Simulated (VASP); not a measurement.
## AgSn2SeI3: relaxation of cell and atoms with PBE

The system is AgSn2SeI3.

```
Ag Sn Se I
1.0
     3.40798    1.96760    5.54149
    -3.40798    1.96760    5.54149
     0.00000   -3.93520    5.54149
Ag Sn Se I
1 2 1 3
Direct
  0.50000 0.50000 0.50000
  0.78173 0.78173 0.78173
  0.21827 0.21827 0.21827
  0.00000 0.00000 0.00000
  0.50000 0.50000 0.00000
  0.00000 0.50000 0.50000
  0.50000 0.00000 0.50000
```

```
Program                : VASP 6.6.1
Task                   : relaxation of cell and atoms
Functional             : PBE
Potentials or basis    : VASP PAW PBE potentials, release 64 (Ag, Sn_d, Se, I)
Cutoff                 : 600 eV
k mesh                 : 2 × 2 × 2
Occupations            : gaussian, width 0.15 eV
Spin                   : no spin polarisation
Dipole correction      : no
Further INCAR settings : ALGO = Normal; EDIFF = 1e-06; IBRION = 2; EDIFFG = -0.08; NSW = 36; ISIF = 3
```

| Property | Result |
| --- | --- |
| Relaxed volume | 43.12 Å³/atom |
| Relaxed cell | a = 6.712 Å, b = 6.712 Å, c = 6.712 Å, α = 88.03°, β = 88.03°, γ = 88.03° |
| Space group after relaxing (to 0.05 Å) | R-3m (No. 166) |
| Energy gained by relaxing | 820.2 meV/atom |
| Ionic steps | 27 |
| Pressure after relaxing | -0.2 GPa |
| Largest force after relaxing | 0.031 eV/Å |
| Band gap on the k mesh | zero (band 33 reaches 3.23 eV, above the bottom of band 34 at 2.78 eV) |

Forces on the atoms (eV/Å):
```
Ag   0.000  0.000  0.000
Sn   0.000  0.000 -0.031
Sn   0.000  0.000  0.031
Se   0.000  0.000  0.000
I    0.000  0.000  0.000
I    0.000  0.000  0.000
I    0.000  0.000  0.000
```

Step by step:
| step | energy change (eV) | largest force (eV/Å) | pressure (GPa) | volume (Å³) |
| --- | --- | --- | --- | --- |
| 1 | 0.0000 | 3.7689 | 8.70 | 222.95 |
| 2 | -1.6974 | 0.3604 | -1.59 | 283.42 |
| 3 | -1.7143 | 0.5903 | -0.99 | 275.74 |
| 4 | -2.3142 | 0.7688 | -0.76 | 273.58 |
| 5 | -4.7886 | 0.9673 | 0.25 | 261.21 |
| 6 | 37.4304 | 84.4740 | 76.89 | 206.66 |
| 7 | -4.4445 | 2.0053 | 1.23 | 260.19 |
| 8 | -3.8523 | 4.0140 | 9.95 | 238.44 |
| 9 | -5.0150 | 1.6253 | 2.70 | 253.99 |
| 10 | -4.8270 | 1.1859 | 6.75 | 243.53 |
| 11 | -5.1618 | 0.7789 | 4.12 | 249.47 |
| 12 | -5.1435 | 0.4038 | 4.66 | 248.06 |
| 13 | -5.2738 | 0.9560 | 4.18 | 256.47 |
| 14 | -5.2740 | 0.9341 | 4.19 | 256.35 |
| 15 | -5.5082 | 0.6391 | 2.50 | 266.98 |
| 16 | -5.6728 | 0.2396 | 0.36 | 285.07 |
| 17 | -5.6772 | 0.1783 | 0.04 | 288.44 |
| 18 | -5.6773 | 0.1666 | -0.02 | 289.10 |
| 19 | -5.6817 | 0.1773 | -0.03 | 289.60 |
| 20 | -5.6934 | 0.2116 | -0.03 | 291.09 |
| 21 | -5.7102 | 0.2867 | -0.05 | 294.00 |
| 22 | -5.7195 | 0.4646 | -0.07 | 299.62 |
| 23 | -5.7254 | 0.3871 | -0.13 | 300.27 |
| 24 | -5.7362 | 0.1699 | -0.26 | 302.24 |
| 25 | -5.7302 | 0.2111 | -0.50 | 306.12 |
| 26 | -5.7380 | 0.0405 | -0.34 | 303.54 |
| 27 | -5.7415 | 0.0314 | -0.20 | 301.81 |

Final structure:
```
CELL_PARAMETERS angstrom
4.66357 2.69251 4.00599
-4.66357 2.69251 4.00599
0.00000 -5.38503 4.00599
ATOMIC_POSITIONS crystal
Ag 0.50000 0.50000 0.50000
Sn 0.78659 0.78659 0.78659
Sn 0.21341 0.21341 0.21341
Se 0.00000 0.00000 0.00000
I 0.50000 0.50000 0.00000
I 0.00000 0.50000 0.50000
I 0.50000 0.00000 0.50000
```

Levels at points of the mesh, in eV from the Fermi level:
```
           k point  band 30  band 31  band 32  band 33  band 34  band 35  band 36  band 37
(0.00, 0.00, 0.00)    -2.44    -1.47    -1.47    -0.94     0.00     0.00     0.76     1.77
(0.50, 0.00, 0.00)    -2.13    -1.97    -1.84    -1.24     0.78     1.24     1.55     2.11
(0.50, 0.50, 0.00)    -2.06    -1.85    -1.60    -1.28     1.24     1.40     1.82     2.62
(0.50, 0.50, 0.50)    -1.85    -1.37    -1.37     0.44     0.44     0.61     0.69     2.78
```

It took 22 min on 1 thread of Intel(R) Xeon(R) Platinum 8488C (Sapphire Rapids), on a shared host, peak memory 0.47 GiB.

Caveat: the k points lie up to 0.47 Å⁻¹ apart in the final cell; the volume moved by over 15 % at a fixed basis, so the end points are rough; spin-orbit coupling is left out, which moves the levels of the heavy elements; the relaxation stopped at a loose force limit of 0.08 eV/Å, so its end isn't a converged minimum.
